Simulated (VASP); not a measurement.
# LiCl (P6_3mc) in VASP: further runs

Runs on LiCl. Level: PBEsol. Tasks: single point, relaxation of cell and atoms.

All numbers are computed with VASP 6.6.1; they aren't measurements. Logs are shortened: lines on timing, memory, paths and dates and some standing lists are left out, and cuts for length are marked.

### 1 The cell of the first run

The structure is hexagonal, space group P6_3mc (No. 186). The conventional cell has a = 3.858 Å, b = 3.858 Å, c = 18.759 Å, α = 90.00°, β = 90.00°, γ = 120.00°. Within 3.1 Å of Li (site symmetry 3m) lie 4 Cl at 2.35 to 2.36 Å. Li (site symmetry 3m) has 4 Cl at 2.35 to 2.36 Å within 3.1 Å. Li (site symmetry 3m) has 4 Cl at 2.36 Å within 3.1 Å. Cl (site symmetry 3m) has 4 Li at 2.35 Å within 3.1 Å. Within 3.1 Å of Cl (site symmetry 3m) lie 4 Li at 2.36 Å. Within 3.1 Å of Cl (site symmetry 3m) lie 4 Li at 2.36 Å.

### 2 Single point, PBEsol

The input, INCAR:

```
SYSTEM = LiCl
PREC = Accurate
ENCUT = 520
EDIFF = 1E-7
ISMEAR = 0
SIGMA = 0.02
LREAL = .False.
LASPH = .True.
NELM = 100
ALGO = Normal
ISIF = 2
LWAVE = .False.
LCHARG = .True.
GGA = PS
LELF = .True.
LVHAR = .True.
NBANDS = 42
```

The input, KPOINTS:

```
regular mesh
0
Gamma
  9 9 2
  0 0 0
```

The input, POSCAR:

```
LiCl
1.0
    3.8578991799      0.0000000000      0.0000000000
   -1.9289495900      3.3410386951      0.0000000000
    0.0000000000      0.0000000000     18.7590187455
Li Cl
6 6
Direct
    0.0000000000      0.0000000000      0.0000246332
    0.3333333333      0.6666666667      0.1659807098
    0.6666666667      0.3333333333      0.3330506515
    0.0000000000      0.0000000000      0.5000246332
    0.6666666667      0.3333333333      0.6659807098
    0.3333333333      0.6666666667      0.8330506515
    0.0000000000      0.0000000000      0.1253270033
    0.3333333333      0.6666666667      0.2918096525
    0.6666666667      0.3333333333      0.4588073497
    0.0000000000      0.0000000000      0.6253270033
    0.6666666667      0.3333333333      0.7918096525
    0.3333333333      0.6666666667      0.9588073497
```

Potentials or basis: VASP PAW PBE potentials, release 64 (Li_sv, Cl).

Command:

```bash
$ cat potpaw_PBE.64/Li_sv/POTCAR potpaw_PBE.64/Cl/POTCAR > POTCAR
$ mpirun -np 1 vasp_std > vasp.out
```

OUTCAR:

```text
SYSTEM = LiCl
   PREC = Accurate
   ENCUT = 520
   EDIFF = 1E-7
   ISMEAR = 0
   LREAL = .False.
   LASPH = .True.
   NELM = 100
   ISIF = 2
   GGA = PS

 ion  position               nearest neighbor table
   1  0.000  0.000  0.000-   7 2.35  12 2.36  12 2.36  12 2.36
   2  0.333  0.667  0.166-   7 2.35   7 2.35   7 2.35   8 2.36
   3  0.667  0.333  0.333-   8 2.36   8 2.36   8 2.36   9 2.36
   4  0.000  0.000  0.500-  10 2.35   9 2.36   9 2.36   9 2.36
   5  0.667  0.333  0.666-  10 2.35  10 2.35  10 2.35  11 2.36
   6  0.333  0.667  0.833-  11 2.36  11 2.36  11 2.36  12 2.36
   7  0.000  0.000  0.125-   1 2.35   2 2.35   2 2.35   2 2.35
   8  0.333  0.667  0.292-   3 2.36   3 2.36   3 2.36   2 2.36
   9  0.667  0.333  0.459-   4 2.36   4 2.36   4 2.36   3 2.36
  10  0.000  0.000  0.625-   4 2.35   5 2.35   5 2.35   5 2.35
  11  0.667  0.333  0.792-   6 2.36   6 2.36   6 2.36   5 2.36
  12  0.333  0.667  0.959-   1 2.36   1 2.36   1 2.36   6 2.36

  LATTYP: Found a hexagonal cell.
 ALAT       =     3.8578991799
 C/A-ratio  =     4.8624958483

  Lattice vectors:

 A1 = (   3.8578991799,   0.0000000000,   0.0000000000)
 A2 = (  -1.9289495900,   3.3410386951,   0.0000000000)
 A3 = (   0.0000000000,   0.0000000000,  18.7590187455)

Analysis of symmetry for initial positions (statically):
=====================================================================
 Subroutine PRICEL returns:
 Original cell was already a primitive cell.

 Routine SETGRP: Setting up the symmetry group for a
 hexagonal supercell.

 Subroutine GETGRP returns: Found 12 space group operations
 (whereof  6 operations were pure point group operations)
 out of a pool of 24 trial point group operations.

The static configuration has the point symmetry C_3v.
 The point group associated with its full space group is C_6v.

Analysis of symmetry for dynamics (positions and initial velocities):
=====================================================================
 Subroutine PRICEL returns:
 Original cell was already a primitive cell.

 Routine SETGRP: Setting up the symmetry group for a
 hexagonal supercell.

 Subroutine GETGRP returns: Found 12 space group operations
 (whereof  6 operations were pure point group operations)
 out of a pool of 24 trial point group operations.
[... 128 lines left out ...]
   ISYM   =      2    0-nonsym 1-usesym 2-fastsym
   POTIM  = 0.5000    time-step for ionic-motion
   TEBEG  =    0.0;   TEEND  =   0.0 temperature during run
   PSTRESS=    0.0 pullay stress
   NELECT =      60.0000    total number of electrons
   NUPDOWN=      -1.0000    fix difference up-down
   EMIN   =  10.00;   EMAX   =-10.00  energy-range for DOS
   EFERMI =   0.00;   METHOD = LEGACY
   ISMEAR =     0;   SIGMA  =   0.02  broadening in eV -4-tet -1-fermi 0-gaus
   EFERMI_NEDOS =   21; number of points for ismear=-14 and -15
   IALGO  =     38    algorithm
   IMIX   =      4    mixing-type and parameters
     AMIX     =   0.40;   BMIX     =  1.00
     AMIX_MAG =   1.60;   BMIX_MAG =  1.00
  volume/ion in A,a.u.               =      20.15       135.97
  Fermi-wavevector in a.u.,A,eV,Ry     =   1.028753  1.944061 14.399489  1.058333
  Thomas-Fermi vector in A             =   2.162766
   LORBIT       =      0    0 simple, 1 ext, 2 COOP (PROOUT), +10 PAW based schemes
   GGA     = PS    functional components
   LHFCALC =     F    Hartree Fock is set to
   AEXX    =    0.0000 exact exchange contribution
   IVDW    =     0    specifies the selected vdW correction
   LEPSILON=     F    determine dielectric tensor
   LRPA    =     F    only Hartree local field effects (RPA)
 non-spin polarized calculation
 Gauss-broadening in eV      SIGMA  =   0.02
  energy-cutoff  :      520.00
  volume of cell :      241.79
 maximum number of plane-waves:      6540
 NGX is ok and might be reduce to    30
   NGX = 15   NGY = 15   NGZ = 69

 number of electron      59.9999965 magnetization

 Free energy of the ion-electron system (eV)
  ---------------------------------------------------
  ext. energy  EPLUGINS =         0.00000000
  ---------------------------------------------------
  free energy    TOTEN  =       -45.60346282 eV

  energy without entropy =      -45.60346282  energy(sigma->0) =      -45.60346282

 E-fermi :  -0.8783     XC(G=0):  -7.9629

 val. band max:       -1.0862045879   @ k =   0.0000   0.0000   0.0000
 cond. band min:       4.7886708137   @ k =   0.0000   0.0000   0.0000
 fundamental gap:      5.8748754016
 Fermi energy:        -0.8782998895

 k-point     1 :       0.0000    0.0000    0.0000
  band No.  band energies     occupation
      1     -43.2548      2.00000
      2     -43.2548      2.00000
      3     -43.2512      2.00000
      4     -43.2512      2.00000
      5     -43.2407      2.00000
      6     -43.2407      2.00000
[... 1069 lines left out ...]
     41       8.9026      0.00000
     42       8.9026      0.00000

------------------------ aborting loop because EDIFF is reached ----------------------------------------

  FORCE on cell =-STRESS in cart. coord.  units (eV):
  Direction    XX          YY          ZZ          XY          YZ          ZX
  --------------------------------------------------------------------------------------
  -------------------------------------------------------------------------------------
  Total       -0.0764047     -0.0764047     -0.0380491      0.0000000      0.0000000     -0.0000000
  in kB       -0.5062767     -0.5062767     -0.2521227      0.0000000      0.0000000     -0.0000000
  external PRESSURE =      -0.4215587 kB  Pullay stress =       0.0000000 kB

 VOLUME and BASIS-vectors are now :
 -----------------------------------------------------------------------------
  energy-cutoff  :      520.00
  volume of cell :      241.79
      direct lattice vectors                 reciprocal lattice vectors
     3.857899180  0.000000000  0.000000000     0.259208433  0.149654058  0.000000000
    -1.928949590  3.341038695  0.000000000     0.000000000  0.299308117  0.000000000
     0.000000000  0.000000000 18.759018746     0.000000000  0.000000000  0.053307692

 POSITION                                       TOTAL-FORCE (eV/Angst)
 -----------------------------------------------------------------------------------
      0.00000      0.00000      0.00046         0.000000     -0.000000     -0.003787
     -0.00000      2.22736      3.11364         0.000000     -0.000000     -0.003631
      1.92895      1.11368      6.24770        -0.000000      0.000000     -0.001463
      0.00000      0.00000      9.37997        -0.000000      0.000000     -0.003787
      1.92895      1.11368     12.49314        -0.000000      0.000000     -0.003631
     -0.00000      2.22736     15.62721         0.000000     -0.000000     -0.001463
      0.00000      0.00000      2.35101        -0.000000      0.000000      0.006804
     -0.00000      2.22736      5.47406        -0.000000      0.000000     -0.000051
      1.92895      1.11368      8.60678        -0.000000     -0.000000      0.002127
      0.00000      0.00000     11.73052        -0.000000      0.000000      0.006804
      1.92895      1.11368     14.85357         0.000000     -0.000000     -0.000051
     -0.00000      2.22736     17.98629         0.000000     -0.000000      0.002127
 -----------------------------------------------------------------------------------
    total drift:                               -0.000000     -0.000000      0.001020

  FREE ENERGIE OF THE ION-ELECTRON SYSTEM (eV)
  ---------------------------------------------------
  free  energy   TOTEN  =       -45.6034628176 eV

  energy  without entropy=      -45.6034628176  energy(sigma->0) =      -45.60346282
```

It took 3.1 min on 1 thread of Oxide Virtual Turin-like, shared host; peak memory 0.39 GiB.

What came out:

```yaml
Free_energy: -45.6035 eV
Largest_force: 0.007 eV/Å
Band_gap_on_the_k_mesh: 5.87 eV
```

Forces on the atoms (eV/Å):
```
Li   0.000  0.000 -0.004
Li   0.000  0.000 -0.004
Li   0.000  0.000 -0.001
Li   0.000  0.000 -0.004
Li   0.000  0.000 -0.004
Li   0.000  0.000 -0.001
Cl   0.000  0.000  0.007
Cl   0.000  0.000  0.000
Cl   0.000  0.000  0.002
Cl   0.000  0.000  0.007
Cl   0.000  0.000  0.000
Cl   0.000  0.000  0.002
```

Caveat: the cutoff is under 1.25 times the usual one of these potentials, so pressure, stress and relaxed cells hold a basis-set (Pulay) error; the PAW data sets were made with another functional, which shifts forces and pressure a little; an odd mesh through Γ misses points on the zone boundary, where band edges can lie.

(Part 1 of 2 ends here.)
